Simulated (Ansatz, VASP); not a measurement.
**Two plane-wave programs on ZnS**

```
CELL_PARAMETERS angstrom
3.84701 0.00028 0.00013
-1.92326 3.33323 -0.00003
0.00066 0.00024 18.87151
ATOMIC_POSITIONS crystal
Zn 0.99939 0.99972 0.00002
Zn 0.00074 0.00034 0.50001
Zn 0.33383 0.66898 0.16680
Zn 0.66617 0.33168 0.66679
Zn 0.66801 0.33506 0.33326
Zn 0.33183 0.66421 0.83326
S 0.00048 0.00226 0.12512
S 0.99956 0.99835 0.62510
S 0.33463 0.66852 0.29168
S 0.66526 0.33087 0.79167
S 0.66747 0.33389 0.45814
S 0.33264 0.66614 0.95814
```

Change from the starting cell: all atoms moved at random, sigma 0.25 Å a component, cell strained at random, sigma 0.01; relaxed back.

Alike in both runs: functional PBE; k mesh 6 × 6 × 2; occupations gaussian, width 0.05 eV; no spin polarisation.

Ansatz relaxed the structure, and its values are those at the end. VASP's run is a single point on that final structure, the one shown.

|  | VASP | Ansatz |
| --- | --- | --- |
| version | VASP 6.6.1 | Ansatz 0.2.0 |
| potentials or method | VASP PAW PBE potentials, release 64 (Zn, S), cutoff 520 eV | scalar-relativistic, plane waves, PAW |
| valence electrons in the cell | 108 | 108 |

```csv
,VASP,Ansatz,Ansatz less VASP
gap on the k mesh at the Fermi level (eV),2.04,2.04,-0.004
least direct gap on the mesh (eV),2.04,2.04,-0.004
pressure (GPa),0.2,0.0,-0.17
```

With one functional, cell and mesh, what is left measures potentials, basis and numerics.
